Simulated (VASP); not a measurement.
NaCl:

```xyz
2
Lattice="0.0000 2.8027 2.8027 2.8027 0.0000 2.8027 2.8027 2.8027 0.0000" Properties=species:S:1:pos:R:3 pbc="T T T"
Na    0.0000    0.0000    0.0000
Cl    2.8027    2.8027    2.8027
```

Base run:

```yaml
Program: VASP 6.6.1
Functional: PBE
Potentials_or_basis: VASP PAW PBE potentials, release 64 (Na_pv, Cl)
Cutoff: 520 eV
k_mesh: 8 × 8 × 8
Occupations: fermi-dirac, width 0.02 eV
Spin: no spin polarisation
```

Its results: band gap on the k mesh 5.18 eV, direct; pressure 1.2 GPa.

**Question.** The run is repeated on the same cell with these changes: functional from PBE to r2SCAN; occupations from fermi-dirac, width 0.02 eV to gaussian, width 0.01 eV. What comes out?

**Answer.** Band gap on the k mesh 6.00 eV, direct; pressure -0.1 GPa.

Caveats: the PAW data sets were made with another functional, which shifts forces and pressure a little (some runs).

A k mesh can miss the band edges.
